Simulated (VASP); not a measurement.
ZnS, 2 atoms in the cell. The structure is cubic, space group F-43m (No. 216). The conventional cell has a = 5.334 Å, b = 5.334 Å, c = 5.334 Å, α = 90.00°, β = 90.00°, γ = 90.00°. Within 3.1 Å of Zn (site symmetry -43m) lie 4 S at 2.31 Å. S (site symmetry -43m) has 4 Zn at 2.31 Å within 3.1 Å.  This cell differs from its parent crystal: volume changed by -3%.

* Program: VASP 6.6.1
* Task: single point
* Functional: r2SCAN
* Potentials or basis: VASP PAW PBE potentials, release 64 (Zn, S)
* Cutoff: 520 eV
* k mesh: 6 × 6 × 6
* Occupations: gaussian, width 0.01 eV
* Spin: no spin polarisation
* Dipole correction: no
* Further INCAR settings: ALGO = Normal; EDIFF = 1e-07; NBANDS = 16

Potentials or basis: VASP PAW PBE potentials, release 64 (Zn, S).

Launch:

```bash
$ cat potpaw_PBE.64/Zn/POTCAR potpaw_PBE.64/S/POTCAR > POTCAR
$ cp INCAR.step1 INCAR
$ mpirun -np 1 vasp_std > vasp.out
$ cp INCAR.step2 INCAR
$ mpirun -np 1 vasp_std > vasp.out
```

Hardware: 1 thread of Intel(R) Xeon(R) Platinum 8259CL CPU @ 2.50GHz (Skylake/Cascade Lake), on a shared host.

Task: How long does it take, and how much memory?

Result: Run time: 63 s on 1 thread of Intel(R) Xeon(R) Platinum 8259CL CPU @ 2.50GHz (Skylake/Cascade Lake), with other jobs on the host, peak memory 0.16 GiB. Counts: k points 16.
